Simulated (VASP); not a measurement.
Here is a VASP 6.6.1 calculation.

Contents of POSCAR:

```
Hf
1.0
   -1.7681529262      1.7681529262      1.7681529262
    1.7681529262     -1.7681529262      1.7681529262
    1.7681529262      1.7681529262     -1.7681529262
Hf
1
Direct
    0.0000000000      0.0000000000      0.0000000000
```

File INCAR.step1:

```
PREC = Accurate ; ENCUT = 520
EDIFF = 1E-5 ; ISMEAR = -1
SIGMA = 0.05 ; LREAL = False
LASPH = True ; NELM = 60
ALGO = Normal ; ISIF = 2
LWAVE = True ; LCHARG = False
GGA = PE ; NBANDS = 11
```

INCAR.step2

```
PREC = Accurate ; ENCUT = 520
EDIFF = 1E-6 ; ISMEAR = -1
SIGMA = 0.05 ; LREAL = False
LASPH = True ; NELM = 60
ALGO = Normal ; ISIF = 2
LWAVE = False ; LCHARG = False
GGA = PE ; LHFCALC = True
AEXX = 0.25 ; PRECFOCK = Normal
ISTART = 1 ; NBANDS = 11
```

The input KPOINTS:

```
Automatic mesh
0
Gamma
  6 6 6
```

Potentials or basis: VASP PAW PBE potentials, release 64 (Hf_pv).

Command:

```sh
$ cat potpaw_PBE.64/Hf_pv/POTCAR > POTCAR
$ cp INCAR.step1 INCAR
$ mpirun -np 1 vasp_std > vasp.out
$ cp INCAR.step2 INCAR
$ mpirun -np 1 vasp_std > vasp.out
```

What does it give for the band gap on the k mesh?

Zero (band 5 reaches 7.11 eV, above the bottom of band 6 at 3.39 eV).

What does it give for the pressure?

1.0 GPa.

Caveat: the k points lie up to 0.42 Å⁻¹ apart; the PAW data sets were made with another functional, which shifts forces and pressure a little; spin-orbit coupling is left out, which moves the levels of the heavy elements.
